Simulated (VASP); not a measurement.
Runs of VASP 6.6.1 on Pd. The structure is that of space group P6_3/mmc (No. 194), or close to it. The cells are those of the table. 

| cell | gap on the mesh (eV) | pressure (GPa) |
| --- | --- | --- |
| a = 2.832, b = 2.832, c = 8.679 Å, angles 90.0, 90.0, 120.0°, 4 atoms | none | -5.7 |
| a = 2.693, b = 2.693, c = 9.592 Å, angles 90.0, 90.0, 120.0°, 4 atoms | none | (a) |
| a = 2.624, b = 2.624, c = 10.103 Å, angles 90.0, 90.0, 120.0°, 4 atoms | none | -0.9 |
| a = 2.901, b = 2.901, c = 8.271 Å, angles 90.0, 90.0, 120.0°, 4 atoms | none | -3.1 |
| a = 2.763, b = 2.763, c = 9.118 Å, angles 90.0, 90.0, 120.0°, 4 atoms | none | (b) |

Alike in all rows: task single point; level PBEsol; potentials or basis VASP PAW PBE potentials, release 64 (Pd); no spin polarisation; k mesh 14 × 14 × 4; cutoff (eV) 520; smearing methfessel-paxton 0.1 eV.

Estimate the missing entries.

(a) -5.1; (b) -6.5.

Caveats: the PAW data sets were made with another functional, which shifts forces and pressure a little.

A k mesh can miss the band edges, and the runs leave out spin-orbit coupling on Pd.

A gap of «none» marks levels without a gap at the run's occupations.
